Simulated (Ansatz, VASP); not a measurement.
**ZrGaH4 in VASP and in Ansatz**

```
Zr Ga H
1.0
     3.46969    0.00000    0.00000
     0.00000    3.46969    0.00000
     0.00000    0.00000    4.54461
Zr Ga H
1 1 4
Direct
  0.50000 0.50000 0.50000
  0.00000 0.00000 0.00000
  0.50000 0.00000 0.25404
  0.00000 0.50000 0.74596
  0.50000 0.00000 0.74596
  0.00000 0.50000 0.25404
```

Alike in both runs: functional PBE; k mesh 4 × 4 × 4; occupations gaussian, width 0.1 eV; no spin polarisation.

Ansatz relaxed the structure, and its values are those at the end. VASP's run is a single point on that final structure, the one shown.

|  | VASP | Ansatz |
| --- | --- | --- |
| version | VASP 6.6.1 | Ansatz 0.2.0 |
| potentials or method | VASP PAW PBE potentials, release 64 (Zr_sv, Ga_d, H), cutoff 520 eV | scalar-relativistic, plane waves, PAW |
| valence electrons in the cell | 29 | 29 |

|  | VASP | Ansatz | Ansatz less VASP |
| --- | --- | --- | --- |
| gap on the k mesh at the Fermi level (eV) | none | none | - |
| pressure (GPa) | 0.0 | 0.0 | +0.01 |

A gap of «none» marks a metal or a gap that the smearing closes.

The k mesh is coarse, so the values compare programs but aren't converged.
